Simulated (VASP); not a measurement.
Wanted: the native input for a VASP 6.6.1 run.

| Quantity | Value |
| --- | --- |
| Task | single point |
| Functional | PBE |
| Potentials or basis | VASP PAW PBE potentials, release 64 (Cu, O) |
| Cutoff | 520 eV |
| k mesh | 13 × 13 × 7 |
| Occupations | fermi-dirac, width 0.05 eV |
| Spin | no spin polarisation |
| Dipole correction | no |
| Further INCAR settings | ALGO = Normal; EDIFF = 1e-06; NBANDS = 25 |

The structure of CuO lies in POSCAR:

```
CuO
1.0
    2.3418500000     -1.7113000000      0.0000000000
    2.3418500000      1.7113000000      0.0000000000
   -0.8500274268      0.0000000000      5.0578693947
Cu O
2 2
Direct
    0.5000000000      0.0000000000      0.5000000000
    0.0000000000      0.5000000000      0.0000000000
    0.4184000000      0.5816000000      0.7500000000
    0.5816000000      0.4184000000      0.2500000000
```

The input as run:

INCAR

```
PREC = Accurate
ENCUT = 520
EDIFF = 1E-6
ISMEAR = -1
SIGMA = 0.05
LREAL = False
LASPH = True
NELM = 60
ALGO = Normal
ISIF = 2
LWAVE = False
LCHARG = True
GGA = PE
LELF = True
LVHAR = True
NBANDS = 25
```

KPOINTS

```
regular mesh
0
Gamma
  13 13 7
```

Potentials or basis: VASP PAW PBE potentials, release 64 (Cu, O).

The run is started by

```sh
$ cat potpaw_PBE.64/Cu/POTCAR potpaw_PBE.64/O/POTCAR > POTCAR
$ mpirun -np 1 vasp_std > vasp.out
```

It gave:

The pressure is 6.5 GPa and the largest force is 0.224 eV/Å. The band gap on the k mesh is zero (bands 17 and 18 overlap by 0.61 eV).

Caveat: the cell stands under pressure; semilocal functionals often make such compounds metallic where correlation or magnetic order opens a gap, which also shifts bond lengths.

Run time: 4.7 min on 1 thread of Intel Xeon 8259CL (shared host), peak memory 0.38 GiB.
